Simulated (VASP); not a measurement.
# Au in VASP: relaxation of the atoms with LDA

Aim: the relaxation of the atoms of Au with LDA.

Program: VASP 6.6.1. These are calculated values, not measurements. Logs are shortened: lines on timing, memory, paths and dates and some standing lists are left out, and cuts for length are marked.

### 1 The cell of the first run

The cell holds a slab with vacuum, 3 atoms: a = 2.863 Å, b = 2.863 Å, c = 20.048 Å, α = 90.00°, β = 90.00°, γ = 90.00°.

### 2 Relaxation of the atoms, LDA

The input, INCAR:

```
  ALGO = Normal
  DIPOL = 0.5 0.5 0.500
  EDIFF = 1E-6
  EDIFFG = -0.01
  ENCUT = 520
  IBRION = 2
  IDIPOL = 3
  ISIF = 2
  ISMEAR = -1
  LASPH = True
  LCHARG = False
  LDIPOL = True
  LREAL = False
  LWAVE = False
  NELM = 100
  NSW = 32
  PREC = Accurate
  SIGMA = 0.08
```

The input, KPOINTS:

```
k-points
0
Gamma
  14 14 1
```

The input, POSCAR:

```
Au
1.0
    2.8625268915      0.0000000000      0.0000000000
    0.0000000000      2.8625268915      0.0000000000
    0.0000000000      0.0000000000     20.0482000000
Au
3
Direct
    0.0000000000      0.0000000000      0.4006258136
    0.5000000000      0.5000000000      0.4999999998
    0.0000000000      0.0000000000      0.5993741866
```

Potentials or basis: VASP PAW LDA potentials, release 64 (Au).

Run with:

```bash
$ cat potpaw_LDA.64/Au/POTCAR > POTCAR
$ mpirun -np 1 vasp_std > vasp.out
```

OUTCAR:

```text
EDIFF = 1E-6
   EDIFFG = -0.01
   ENCUT = 520
   IBRION = 2
   ISIF = 2
   ISMEAR = -1
   LASPH = True
   LREAL = False
   NELM = 100
   NSW = 32
   PREC = Accurate

 ion  position               nearest neighbor table
   1  0.000  0.000  0.401-   2 2.84   2 2.84   2 2.84   2 2.84
   2  0.500  0.500  0.500-   1 2.84   1 2.84   1 2.84   1 2.84   3 2.84   3 2.84   3 2.84   3 2.84

   3  0.000  0.000  0.599-   2 2.84   2 2.84   2 2.84   2 2.84

  LATTYP: Found a simple tetragonal cell.
 ALAT       =     2.8625268915
 C/A-ratio  =     7.0036721959

  Lattice vectors:

 A1 = (   2.8625268915,   0.0000000000,   0.0000000000)
 A2 = (   0.0000000000,   2.8625268915,   0.0000000000)
 A3 = (   0.0000000000,   0.0000000000,  20.0482000000)

Analysis of symmetry for initial positions (statically):
=====================================================================
 Subroutine PRICEL returns:
 Original cell was already a primitive cell.

 Routine SETGRP: Setting up the symmetry group for a
 simple tetragonal supercell.

 Subroutine GETGRP returns: Found 16 space group operations
 (whereof 16 operations were pure point group operations)
 out of a pool of 16 trial point group operations.

The static configuration has the point symmetry D_4h.

Analysis of symmetry for dynamics (positions and initial velocities):
=====================================================================
 Subroutine PRICEL returns:
 Original cell was already a primitive cell.

 Routine SETGRP: Setting up the symmetry group for a
 simple tetragonal supercell.

 Subroutine GETGRP returns: Found 16 space group operations
 (whereof 16 operations were pure point group operations)
 out of a pool of 16 trial point group operations.

The dynamic configuration has the point symmetry D_4h.

 Subroutine INISYM returns: Found 16 space group operations
 (whereof 16 operations are pure point group operations),
 and found     1 'primitive' translations

----------------------------------------------------------------------------------------

                                     Primitive cell

  volume of cell :     164.2762

  direct lattice vectors                    reciprocal lattice vectors
     2.862526891  0.000000000  0.000000000     0.349341696  0.000000000  0.000000000
     0.000000000  2.862526891  0.000000000     0.000000000  0.349341696  0.000000000
     0.000000000  0.000000000 20.048200000     0.000000000  0.000000000  0.049879790

  length of vectors
     2.862526891  2.862526891 20.048200000     0.349341696  0.349341696  0.049879790

  position of ions in fractional coordinates (direct lattice)
     0.000000000  0.000000000  0.400625814
     0.500000000  0.500000000  0.500000000
     0.000000000  0.000000000  0.599374187

  ion indices of the primitive-cell ions
   primitive index   ion index
                 1           1
                 2           2
                 3           3

----------------------------------------------------------------------------------------

 KPOINTS: k-points

Automatic generation of k-mesh.
 Grid dimensions read from file:
 generate k-points for:   14   14    1

 Generating k-lattice:

  Cartesian coordinates                     Fractional coordinates (reciprocal lattice)
     0.024952978  0.000000000  0.000000000     0.071428571  0.000000000  0.000000000
     0.000000000  0.024952978  0.000000000     0.000000000  0.071428571  0.000000000
     0.000000000  0.000000000  0.049879790     0.000000000  0.000000000  1.000000000

  Length of vectors
     0.024952978  0.024952978  0.049879790

  Shift w.r.t. Gamma in fractional coordinates (k-lattice)
     0.000000000  0.000000000  0.000000000

 Subroutine IBZKPT returns following result:
 ===========================================

 Found     36 irreducible k-points:

 Following reciprocal coordinates:
            Coordinates               Weight
  0.000000  0.000000  0.000000      1.000000
  0.071429  0.000000  0.000000      4.000000
  0.142857  0.000000  0.000000      4.000000
  0.214286  0.000000  0.000000      4.000000
  0.285714  0.000000  0.000000      4.000000
  0.357143  0.000000  0.000000      4.000000
[... 16 lines left out ...]
  0.285714  0.214286  0.000000      8.000000
  0.357143  0.214286  0.000000      8.000000
 [... further k-points ...]
   k-points           NKPTS =     36   k-points in BZ     NKDIM =     36   number of bands    NBANDS=     20
   number of dos      NEDOS =    301   number of ions     NIONS =      3
   total plane-waves  NPLWV =  86400
   dimension x,y,z NGX =    24 NGY =   24 NGZ =  150
   dimension x,y,z NGXF=    48 NGYF=   48 NGZF=  300
   ions per type =               3
   NGX,Y,Z   is equivalent  to a cutoff of  13.94, 13.94, 12.44 a.u.
   NGXF,Y,Z  is equivalent  to a cutoff of  27.88, 27.88, 24.88 a.u.
 SYSTEM =  unknown system
   PREC   = accura    normal or accurate (medium, high low for compatibility)
   ISTART =      0    job   : 0-new  1-cont  2-samecut
   ICHARG =      2    charge: 1-file 2-atom 10-const
   ISPIN  =      1    spin polarized calculation?
   LNONCOLLINEAR =      F non collinear calculations
   LSORBIT =      F    spin-orbit coupling
   LASPH  =      T    aspherical Exc in radial PAW
   ENCUT  =  520.0 eV  38.22 Ry    6.18 a.u.   5.32  5.32 37.28*2*pi/ulx,y,z
   NELM   =    100;   NELMIN=  2; NELMDL= -5     # of ELM steps
   EDIFF  = 0.1E-05   stopping-criterion for ELM
   LREAL  =      F    real-space projection
   EDIFFG = -.1E-01   stopping-criterion for IOM
   NSW    =     32    number of steps for IOM
   IBRION =      2    ionic relax: 0-MD 1-quasi-New 2-CG
   NFREE  =      1    steps in history (QN), initial steepest desc. (CG)
   ISIF   =      2    stress and relaxation
   ISYM   =      2    0-nonsym 1-usesym 2-fastsym
   POTIM  = 0.5000    time-step for ionic-motion
   TEBEG  =    0.0;   TEEND  =   0.0 temperature during run
   PSTRESS=    0.0 pullay stress
   NELECT =      33.0000    total number of electrons
   NUPDOWN=      -1.0000    fix difference up-down
   EMIN   =  10.00;   EMAX   =-10.00  energy-range for DOS
   EFERMI =   0.00;   METHOD = LEGACY
   ISMEAR =    -1;   SIGMA  =   0.08  broadening in eV -4-tet -1-fermi 0-gaus
   EFERMI_NEDOS =   21; number of points for ismear=-14 and -15
   IALGO  =     38    algorithm
   IMIX   =      4    mixing-type and parameters
     AMIX     =   0.40;   BMIX     =  1.00
     AMIX_MAG =   1.60;   BMIX_MAG =  1.00
  volume/ion in A,a.u.               =      54.76       369.53
  Fermi-wavevector in a.u.,A,eV,Ry     =   0.958785  1.811841 12.507414  0.919269
  Thomas-Fermi vector in A             =   2.087923
   LORBIT       =      0    0 simple, 1 ext, 2 COOP (PROOUT), +10 PAW based schemes
   GGA     = CA    functional components
   LHFCALC =     F    Hartree Fock is set to
   AEXX    =    0.0000 exact exchange contribution
   IVDW    =     0    specifies the selected vdW correction
   LEPSILON=     F    determine dielectric tensor
   LRPA    =     F    only Hartree local field effects (RPA)
 conjugate gradient relaxation of ions
 non-spin polarized calculation
  energy-cutoff  :      520.00
  volume of cell :      164.28
 maximum number of plane-waves:      4470
 NGX is ok and might be reduce to    24
   NGX = 11   NGY = 11   NGZ = 75

--------------------------------------- Ionic step        1  -------------------------------------------

 number of electron      33.0000008 magnetization

 Free energy of the ion-electron system (eV)
  ---------------------------------------------------
  ext. energy  EPLUGINS =         0.00000000
  ---------------------------------------------------
  free energy    TOTEN  =       -11.95200005 eV

  energy without entropy =      -11.93459316  energy(sigma->0) =      -11.94329661

------------------------ aborting loop because EDIFF is reached ----------------------------------------

  FORCE on cell =-STRESS in cart. coord.  units (eV):
  Direction    XX          YY          ZZ          XY          YZ          ZX
  --------------------------------------------------------------------------------------
  -------------------------------------------------------------------------------------
  Total       -3.1379379     -3.1379379      0.0817570      0.0000000     -0.0000000      0.0000000
  in kB      -30.6041553    -30.6041553      0.7973720      0.0000000     -0.0000000      0.0000000
  external PRESSURE =     -20.1369795 kB  Pullay stress =       0.0000000 kB
[... 18 lines left out ...]
  FREE ENERGIE OF THE ION-ELECTRON SYSTEM (eV)
  ---------------------------------------------------
  free  energy   TOTEN  =       -11.9520000508 eV

  energy  without entropy=      -11.9345931639  energy(sigma->0) =      -11.94329661

 dipolmoment           0.000000      0.000000      0.000000 electrons x Angstroem

--------------------------------------- Ionic step        2  -------------------------------------------

 number of electron      33.0000008 magnetization

------------------------ aborting loop because EDIFF is reached ----------------------------------------
[... 32 lines left out ...]
--------------------------------------- Ionic step        3  -------------------------------------------

 number of electron      33.0000009 magnetization

 dipolmoment           0.000000      0.000000     -0.000000 electrons x Angstroem

 Free energy of the ion-electron system (eV)
  ---------------------------------------------------
  ext. energy  EPLUGINS =         0.00000000
  ---------------------------------------------------
  free energy    TOTEN  =       -11.95216967 eV

  energy without entropy =      -11.93504281  energy(sigma->0) =      -11.94360624

 E-fermi :  -1.0031     XC(G=0):  -4.8929

 val. band max:       -1.0296618486   @ k =   0.3571   0.2143   0.0000
 cond. band min:      -0.9080789382   @ k =   0.5000   0.0000   0.0000
 fundamental gap:      0.1215829104
 Fermi energy:        -1.0030857720

 k-point     1 :       0.0000    0.0000    0.0000
  band No.  band energies     occupation
      1     -10.0612      2.00000
      2      -7.7364      2.00000
      3      -7.6662      2.00000
      4      -7.4706      2.00000
      5      -6.3865      2.00000
      6      -5.7437      2.00000
[... 541 lines left out ...]
     19       3.4822      0.00000
     20       5.0209      0.00000

 [... further k-points ...]

------------------------ aborting loop because EDIFF is reached ----------------------------------------

 vacuum level on the upper side and lower side of the slab       (xc-potential included)        -0.009        -0.009

  FORCE on cell =-STRESS in cart. coord.  units (eV):
  Direction    XX          YY          ZZ          XY          YZ          ZX
  --------------------------------------------------------------------------------------
  -------------------------------------------------------------------------------------
  Total       -3.2438868     -3.2438868     -0.0412671      0.0000000     -0.0000000     -0.0000000
  in kB      -31.6374689    -31.6374689     -0.4024760      0.0000000     -0.0000000     -0.0000000
  external PRESSURE =     -21.2258046 kB  Pullay stress =       0.0000000 kB
[... 18 lines left out ...]
  FREE ENERGIE OF THE ION-ELECTRON SYSTEM (eV)
  ---------------------------------------------------
  free  energy   TOTEN  =       -11.9521696704 eV

  energy  without entropy=      -11.9350428089  energy(sigma->0) =      -11.94360624

 reached required accuracy - stopping structural energy minimisation

 vacuum level on the upper side and lower side of the slab         4.550         4.550
```

It took 2.4 min on 1 thread of Intel Xeon Platinum 8488C (Sapphire Rapids), shared host; peak memory 0.28 GiB.

Results:

* Free energy: -11.9522 eV
* Energy gained by relaxing: 0.1 meV/atom
* Ionic steps: 3

Step by step:
```tsv
step	energy change (eV)	largest force (eV/Å)	pressure (GPa)
1	0.0000	0.0304	-2.01
2	-0.0001	0.0224	-2.04
3	-0.0002	0.0013	-2.12
```

Final structure:
```cif
data_structure
_symmetry_space_group_name_H-M 'P 1'
_symmetry_Int_Tables_number 1
_cell_length_a 2.8625
_cell_length_b 2.8625
_cell_length_c 20.0482
_cell_angle_alpha 90.000
_cell_angle_beta 90.000
_cell_angle_gamma 90.000
_cell_volume 164.28
loop_
_atom_site_label
_atom_site_type_symbol
_atom_site_fract_x
_atom_site_fract_y
_atom_site_fract_z
_atom_site_occupancy
Au1 Au 0.00000 0.00000 0.40035 1
Au2 Au 0.50000 0.50000 0.50000 1
Au3 Au 0.00000 0.00000 0.59965 1
```

Caveat: spin-orbit coupling is left out, which moves the levels of the heavy elements.
